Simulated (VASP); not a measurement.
Input of a VASP 6.6.1 run:

File INCAR:

```
SYSTEM = Sb
PREC     = Accurate       ! precision mode
ENCUT    = 520            ! plane-wave cutoff, eV
EDIFF    = 1E-6           ! SCF threshold, eV
ISMEAR   = 0              ! smearing method
SIGMA    = 0.15           ! smearing width, eV
LREAL    = .FALSE.        ! projectors in reciprocal space
LASPH    = .TRUE.         ! aspherical terms in the spheres
NELM     = 100            ! most SCF steps
ALGO     = Normal         ! electronic algorithm
ISIF     = 2              ! what is computed and relaxed
LWAVE    = .FALSE.        ! write WAVECAR
LCHARG   = .FALSE.        ! write CHGCAR
GGA      = PS             ! functional
NBANDS   = 8              ! bands
```

The input KPOINTS:

```
regular mesh
0
G
  18 18 18
  0 0 0
```

The input POSCAR:

```
Sb
1.0
   -1.8713408863      1.8713408863      1.8713408863
    1.8713408863     -1.8713408863      1.8713408863
    1.8713408863      1.8713408863     -1.8713408863
Sb
1
Direct
    0.0000000000      0.0000000000      0.0000000000
```

Potentials or basis: VASP PAW PBE potentials, release 64 (Sb).

Run with:

```sh
$ cat potpaw_PBE.64/Sb/POTCAR > POTCAR
$ mpirun -np 1 vasp_std > vasp.out
```

Predict the pressure.

-0.7 GPa.

Caveat: the PAW data sets were made with another functional, which shifts forces and pressure a little.
